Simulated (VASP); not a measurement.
# Li3H8 (R-3m) in VASP: relaxation of cell and atoms with PBE

Aim: the relaxation of cell and atoms of Li3H8 with PBE.

Everything below comes from runs of VASP 6.6.1. Logs are shortened: lines on timing, memory, paths and dates and some standing lists are left out, and cuts for length are marked.

## (1) The cell of the first run

Symmetry: R-3m, No. 166, trigonal system. Conventional cell: a = 6.052 Å, b = 6.052 Å, c = 16.108 Å, α = 90.00°, β = 90.00°, γ = 120.00°. Li (site symmetry 3m) has 1 Li at 1.39 Å within 1.9 Å. Li (site symmetry -3m) has 20 H at 3.03 to 3.97 Å within 4.0 Å. Within 2.6 Å of H (site symmetry 2/m) lie 2 H at 1.92 Å. H (site symmetry 3m) has 6 H at 1.92 to 2.56 Å within 2.6 Å. H (site symmetry 2/m) has 10 H at 2.56 to 3.20 Å and 4 Li at 2.65 to 3.03 Å within 3.4 Å.

## (2) Relaxation of cell and atoms, PBE

Input file INCAR:

```
PREC     = Accurate       # precision mode
ENCUT    = 600            # plane-wave cutoff, eV
EDIFF    = 1E-6           # SCF threshold, eV
ISMEAR   = 0              # smearing method
SIGMA    = 0.1            # smearing width, eV
LREAL    = False          # projectors in reciprocal space
LASPH    = True           # aspherical terms in the spheres
NELM     = 100            # most SCF steps
ALGO     = Normal         # electronic algorithm
ISIF     = 3              # what is computed and relaxed
LWAVE    = False          # write WAVECAR
LCHARG   = False          # write CHGCAR
GGA      = PE             # functional
IBRION   = 2              # ionic algorithm
NSW      = 90             # ionic steps
EDIFFG   = -0.04          # ionic threshold
```

Input file KPOINTS:

```
regular mesh
0
Gamma
  6 6 6
```

Input file POSCAR:

```
Li3H8
1.0
    3.0259318500      1.7470225700      5.3694405400
   -3.0259318500      1.7470225700      5.3694405400
    0.0000000000     -3.4940451400      5.3694405400
Li H
3 8
Direct
    0.5432571900      0.5432571900      0.5432571900
    0.4567428100      0.4567428100      0.4567428100
    0.0000000000      0.0000000000      0.0000000000
    0.0000000000      0.0000000000      0.5000000000
    0.5000000000      0.0000000000      0.0000000000
    0.0000000000      0.5000000000      0.0000000000
    0.7832253300      0.7832253300      0.7832253300
    0.2167746700      0.2167746700      0.2167746700
    0.5000000000      0.5000000000      0.0000000000
    0.0000000000      0.5000000000      0.5000000000
    0.5000000000      0.0000000000      0.5000000000
```

Potentials or basis: VASP PAW PBE potentials, release 64 (Li_sv, H).

Launch:

```sh
> cat potpaw_PBE.64/Li_sv/POTCAR potpaw_PBE.64/H/POTCAR > POTCAR
> mpirun -np 1 vasp_std > vasp.out
```

OUTCAR:

```text
PREC = Accurate
   ENCUT = 600
   EDIFF = 1E-6
   ISMEAR = 0
   LREAL = False
   LASPH = True
   NELM = 100
   ISIF = 3
   GGA = PE
   IBRION = 2
   NSW = 90
   EDIFFG = -0.04

 ion  position               nearest neighbor table
   1  0.543  0.543  0.543-   2 1.39
   2  0.457  0.457  0.457-   1 1.39
   3  0.000  0.000  0.000-
   4  0.000  0.000  0.500-
   5  0.500  0.000  0.000-
   6  0.000  0.500  0.000-
   7  0.783  0.783  0.783-
   8  0.217  0.217  0.217-
   9  0.500  0.500  0.000-
  10  0.000  0.500  0.500-
  11  0.500  0.000  0.500-

  LATTYP: Found a trigonal (rhomboedric) cell.
 ALAT       =     6.4061878784
 COS(alpha) =     0.5537800956

  Lattice vectors:

 A1 = (   3.0259318500,   1.7470225700,   5.3694405400)
 A2 = (  -3.0259318500,   1.7470225700,   5.3694405400)
 A3 = (   0.0000000000,  -3.4940451400,   5.3694405400)

Analysis of symmetry for initial positions (statically):
=====================================================================
 Subroutine PRICEL returns:
 Original cell was already a primitive cell.

 Routine SETGRP: Setting up the symmetry group for a
 trigonal (rhombohedral) supercell.

 Subroutine GETGRP returns: Found 12 space group operations
 (whereof 12 operations were pure point group operations)
 out of a pool of 12 trial point group operations.

The static configuration has the point symmetry D_3d.

Analysis of symmetry for dynamics (positions and initial velocities):
=====================================================================
 Subroutine PRICEL returns:
 Original cell was already a primitive cell.

 Routine SETGRP: Setting up the symmetry group for a
 trigonal (rhombohedral) supercell.

 Subroutine GETGRP returns: Found 12 space group operations
 (whereof 12 operations were pure point group operations)
 out of a pool of 12 trial point group operations.

The dynamic configuration has the point symmetry D_3d.

 Subroutine INISYM returns: Found 12 space group operations
 (whereof 12 operations are pure point group operations),
 and found     1 'primitive' translations

----------------------------------------------------------------------------------------

                                     Primitive cell

  volume of cell :     170.3091

  direct lattice vectors                    reciprocal lattice vectors
     3.025931850  1.747022570  5.369440540     0.165238355  0.095400408  0.062079714
    -3.025931850  1.747022570  5.369440540    -0.165238355  0.095400408  0.062079714
     0.000000000 -3.494045140  5.369440540     0.000000000 -0.190800817  0.062079714

  length of vectors
     6.406187878  6.406187878  6.406187880     0.200646063  0.200646063  0.200646063

  position of ions in fractional coordinates (direct lattice)
     0.543257190  0.543257190  0.543257190
     0.456742810  0.456742810  0.456742810
     0.000000000  0.000000000  0.000000000
     0.000000000  0.000000000  0.500000000
     0.500000000  1.000000000  0.000000000
     1.000000000  0.500000000  0.000000000
     0.783225330  0.783225330  0.783225330
     0.216774670  0.216774670  0.216774670
     0.500000000  0.500000000  0.000000000
     0.000000000  0.500000000  0.500000000
     0.500000000  0.000000000  0.500000000

  ion indices of the primitive-cell ions
   primitive index   ion index
                 1           1
                 2           2
                 3           3
                 4           4
                 5           5
                 6           6
                 7           7
                 8           8
                 9           9
                10          10
                11          11

----------------------------------------------------------------------------------------

 KPOINTS: regular mesh

Automatic generation of k-mesh.
 Grid dimensions read from file:
 generate k-points for:    6    6    6

 Generating k-lattice:

  Cartesian coordinates                     Fractional coordinates (reciprocal lattice)
     0.027539726  0.015900068  0.010346619     0.166666667  0.000000000  0.000000000
    -0.027539726  0.015900068  0.010346619     0.000000000  0.166666667  0.000000000
     0.000000000 -0.031800136  0.010346619     0.000000000  0.000000000  0.166666667

  Length of vectors
     0.033441011  0.033441011  0.033441010

  Shift w.r.t. Gamma in fractional coordinates (k-lattice)
     0.000000000  0.000000000  0.000000000

 Subroutine IBZKPT returns following result:
 ===========================================

 Found     32 irreducible k-points:

 Following reciprocal coordinates:
            Coordinates               Weight
  0.000000  0.000000  0.000000      1.000000
  0.166667  0.000000 -0.000000      6.000000
  0.333333  0.000000 -0.000000      6.000000
  0.500000 -0.000000  0.000000      3.000000
  0.166667  0.166667 -0.000000      6.000000
  0.333333  0.166667 -0.000000     12.000000
[... 16 lines left out ...]
  0.500000  0.500000  0.166667      6.000000
 -0.333333  0.500000  0.166667     12.000000
 [... further k-points ...]
   k-points           NKPTS =     32   k-points in BZ     NKDIM =     32   number of bands    NBANDS=     14
   number of dos      NEDOS =    301   number of ions     NIONS =     11
   total plane-waves  NPLWV = 157464
   dimension x,y,z NGX =    54 NGY =   54 NGZ =   54
   dimension x,y,z NGXF=   108 NGYF=  108 NGZF=  108
   ions per type =               3   8
   NGX,Y,Z   is equivalent  to a cutoff of  14.01, 14.01, 14.01 a.u.
   NGXF,Y,Z  is equivalent  to a cutoff of  28.03, 28.03, 28.03 a.u.
 SYSTEM =  unknown system
   PREC   = accura    normal or accurate (medium, high low for compatibility)
   ISTART =      0    job   : 0-new  1-cont  2-samecut
   ICHARG =      2    charge: 1-file 2-atom 10-const
   ISPIN  =      1    spin polarized calculation?
   LNONCOLLINEAR =      F non collinear calculations
   LSORBIT =      F    spin-orbit coupling
   LASPH  =      T    aspherical Exc in radial PAW
   ENCUT  =  600.0 eV  44.10 Ry    6.64 a.u.  12.79 12.79 12.79*2*pi/ulx,y,z
   NELM   =    100;   NELMIN=  2; NELMDL= -5     # of ELM steps
   EDIFF  = 0.1E-05   stopping-criterion for ELM
   LREAL  =      F    real-space projection
   EDIFFG = -.4E-01   stopping-criterion for IOM
   NSW    =     90    number of steps for IOM
   IBRION =      2    ionic relax: 0-MD 1-quasi-New 2-CG
   NFREE  =      1    steps in history (QN), initial steepest desc. (CG)
   ISIF   =      3    stress and relaxation
   ISYM   =      2    0-nonsym 1-usesym 2-fastsym
   POTIM  = 0.5000    time-step for ionic-motion
   TEBEG  =    0.0;   TEEND  =   0.0 temperature during run
   PSTRESS=    0.0 pullay stress
   NELECT =      17.0000    total number of electrons
   NUPDOWN=      -1.0000    fix difference up-down
   EMIN   =  10.00;   EMAX   =-10.00  energy-range for DOS
   EFERMI =   0.00;   METHOD = LEGACY
   ISMEAR =     0;   SIGMA  =   0.10  broadening in eV -4-tet -1-fermi 0-gaus
   EFERMI_NEDOS =   21; number of points for ismear=-14 and -15
   IALGO  =     38    algorithm
   IMIX   =      4    mixing-type and parameters
     AMIX     =   0.40;   BMIX     =  1.00
     AMIX_MAG =   1.60;   BMIX_MAG =  1.00
  volume/ion in A,a.u.               =      15.48       104.48
  Fermi-wavevector in a.u.,A,eV,Ry     =   0.759414  1.435084  7.846607  0.576709
  Thomas-Fermi vector in A             =   1.858203
   LORBIT       =      0    0 simple, 1 ext, 2 COOP (PROOUT), +10 PAW based schemes
   GGA     = PE    functional components
   LHFCALC =     F    Hartree Fock is set to
   AEXX    =    0.0000 exact exchange contribution
   IVDW    =     0    specifies the selected vdW correction
   LEPSILON=     F    determine dielectric tensor
   LRPA    =     F    only Hartree local field effects (RPA)
 conjugate gradient relaxation of ions
 non-spin polarized calculation
 Gauss-broadening in eV      SIGMA  =   0.10
  energy-cutoff  :      600.00
  volume of cell :      170.31
 maximum number of plane-waves:      5703
 NGX is ok and might be reduce to    54
   NGX = 25   NGY = 25   NGZ = 25

--------------------------------------- Ionic step        1  -------------------------------------------

 number of electron      17.0000006 magnetization

 Free energy of the ion-electron system (eV)
  ---------------------------------------------------
  ext. energy  EPLUGINS =         0.00000000
  ---------------------------------------------------
  free energy    TOTEN  =       -18.01000236 eV

  energy without entropy =      -17.99373433  energy(sigma->0) =      -18.00186835

------------------------ aborting loop because EDIFF is reached ----------------------------------------

  FORCE on cell =-STRESS in cart. coord.  units (eV):
  Direction    XX          YY          ZZ          XY          YZ          ZX
  --------------------------------------------------------------------------------------
  -------------------------------------------------------------------------------------
  Total      -11.6031194    -11.6031195     -1.2585820      0.0000000      0.0000000      0.0000000
  in kB     -109.1559462   -109.1559464    -11.8400664      0.0000000      0.0000000      0.0000000
  external PRESSURE =     -76.7173197 kB  Pullay stress =       0.0000000 kB
[... 116 lines left out ...]
  FREE ENERGIE OF THE ION-ELECTRON SYSTEM (eV)
  ---------------------------------------------------
  free  energy   TOTEN  =       -24.8867747342 eV

  energy  without entropy=      -24.8715725207  energy(sigma->0) =      -24.87917363

 E-fermi :  -0.1963     XC(G=0):  -8.1808

 val. band max:       -0.2003582976   @ k =   0.5000   0.3333   0.1667
 cond. band min:      -0.1523971204   @ k =  -0.1667   0.1667   0.0000
 fundamental gap:      0.0479611771
 Fermi energy:        -0.1962740700

 k-point     1 :       0.0000    0.0000    0.0000
  band No.  band energies     occupation
      1     -45.5955      2.00000
      2     -45.1340      2.00000
      3     -45.1176      2.00000
      4      -9.2336      2.00000
      5      -4.5403      2.00000
      6      -1.8946      2.00000
      7      -0.7446      2.00000
      8      -0.7446      2.00000
      9       0.3709      0.00000
     10       0.3709      0.00000
     11       2.6143      0.00000
     12       4.3947      0.00000
     13       4.3947      0.00000
     14       5.5051      0.00000
[... 379 lines left out ...]
      3     -45.1220      2.00000
      4      -7.7523      2.00000
      5      -6.0581      2.00000
      6      -3.9741      2.00000
      7      -2.8097      2.00000
      8      -1.4537      2.00000
      9      -0.2160      1.21973
     10       2.9766      0.00000
     11       5.0587      0.00000
     12       5.8510      0.00000
     13       6.4272      0.00000
     14       7.7430      0.00000

 [... further k-points ...]

[... ionic steps 4 to 13 ...]

--------------------------------------- Ionic step       14  -------------------------------------------

 number of electron      17.0000000 magnetization

------------------------ aborting loop because EDIFF is reached ----------------------------------------
[... 85 lines left out ...]
--------------------------------------- Ionic step       16  -------------------------------------------

 number of electron      17.0000000 magnetization

 Free energy of the ion-electron system (eV)
  ---------------------------------------------------
  ext. energy  EPLUGINS =         0.00000000
  ---------------------------------------------------
  free energy    TOTEN  =       -28.93605689 eV

  energy without entropy =      -28.92357198  energy(sigma->0) =      -28.92981443

 E-fermi :   0.3146     XC(G=0):  -8.3749

 val. band max:        0.3135224925   @ k =   0.5000   0.3333   0.1667
 cond. band min:       0.3238004610   @ k =  -0.3333   0.1667   0.1667
 fundamental gap:      0.0102779685
 Fermi energy:         0.3146073392

 k-point     1 :       0.0000    0.0000    0.0000
  band No.  band energies     occupation
      1     -45.1169      2.00000
      2     -45.0756      2.00000
      3     -45.0619      2.00000
      4      -9.5516      2.00000
      5      -4.8308      2.00000
      6      -1.1495      2.00000
      7      -0.1488      2.00000
      8      -0.1488      2.00000
      9       1.0873      0.00000
     10       1.0873      0.00000
     11       2.2466      0.00000
     12       5.0187      0.00000
     13       5.0187      0.00000
     14       6.1944      0.00000
[... 429 lines left out ...]
  FREE ENERGIE OF THE ION-ELECTRON SYSTEM (eV)
  ---------------------------------------------------
  free  energy   TOTEN  =       -28.9360568878 eV

  energy  without entropy=      -28.9235719788  energy(sigma->0) =      -28.92981443

 reached required accuracy - stopping structural energy minimisation
```

Run time: 19 min. Hardware: 1 thread of Intel Xeon Platinum 8488C (Sapphire Rapids), shared host; peak memory 0.47 GiB.

Results:

```
Free energy                            : -28.9361 eV
Relaxed volume                         : 6.90 Å³/atom
Relaxed cell                           : a = 5.527 Å, b = 5.527 Å, c = 5.527 Å, α = 44.67°, β = 44.67°, γ = 44.67°
Space group after relaxing (to 0.05 Å) : R-3m (No. 166)
Energy gained by relaxing              : 993.3 meV/atom
Ionic steps                            : 16
Pressure after relaxing                : 0.3 GPa
Largest force after relaxing           : 0.006 eV/Å
```

Forces on the atoms (eV/Å):
```
Li   0.000  0.000 -0.003
Li   0.000  0.000  0.003
Li   0.000  0.000  0.000
H    0.000  0.000  0.000
H    0.000  0.000  0.000
H    0.000  0.000  0.000
H    0.000  0.000  0.006
H    0.000  0.000 -0.006
H    0.000  0.000  0.000
H    0.000  0.000  0.000
H    0.000  0.000  0.000
```

Stress tensor (GPa, compression positive):
```
0.14 0.00 0.00
0.00 0.14 0.00
0.00 0.00 0.64
```

Step by step:
```tsv
step	energy change (eV)	largest force (eV/Å)	pressure (GPa)	volume (Å³)
1	0.0000	6.7344	-7.67	170.31
2	-4.0981	2.7154	-9.02	152.57
3	-6.8768	1.5228	-9.01	133.72
4	-8.5097	1.6589	0.28	100.03
5	-8.7034	1.6511	-4.67	109.99
6	-8.7273	1.6548	-3.91	108.05
7	-9.3017	1.3834	-2.68	101.08
8	-10.0656	1.7884	3.41	81.96
9	-10.5835	1.0153	0.34	81.18
10	-10.6862	0.6587	-1.35	80.68
11	-10.8252	0.4231	-1.14	78.93
12	-10.9039	0.2155	-0.65	76.58
13	-10.9042	0.2443	-0.61	76.43
14	-10.9231	0.0154	0.44	75.34
15	-10.9232	0.0060	0.53	75.24
16	-10.9261	0.0059	0.31	75.90
```

Final structure:
```cif
data_structure
_symmetry_space_group_name_H-M 'P 1'
_symmetry_Int_Tables_number 1
_cell_length_a 5.5269
_cell_length_b 5.5269
_cell_length_c 5.5269
_cell_angle_alpha 44.670
_cell_angle_beta 44.670
_cell_angle_gamma 44.670
_cell_volume 75.90
loop_
_atom_site_label
_atom_site_type_symbol
_atom_site_fract_x
_atom_site_fract_y
_atom_site_fract_z
_atom_site_occupancy
Li1 Li 0.58525 0.58525 0.58525 1
Li2 Li 0.41475 0.41475 0.41475 1
Li3 Li 0.00000 0.00000 0.00000 1
H1 H 0.00000 0.00000 0.50000 1
H2 H 0.50000 0.00000 0.00000 1
H3 H 0.00000 0.50000 0.00000 1
H4 H 0.83296 0.83296 0.83296 1
H5 H 0.16704 0.16704 0.16704 1
H6 H 0.50000 0.50000 0.00000 1
H7 H 0.00000 0.50000 0.50000 1
H8 H 0.50000 0.00000 0.50000 1
```

Caveat: the cutoff is under 1.25 times the usual one of these potentials, so pressure, stress and relaxed cells hold a basis-set (Pulay) error; the volume moved by over 15 % at a fixed basis, so the end points are rough.
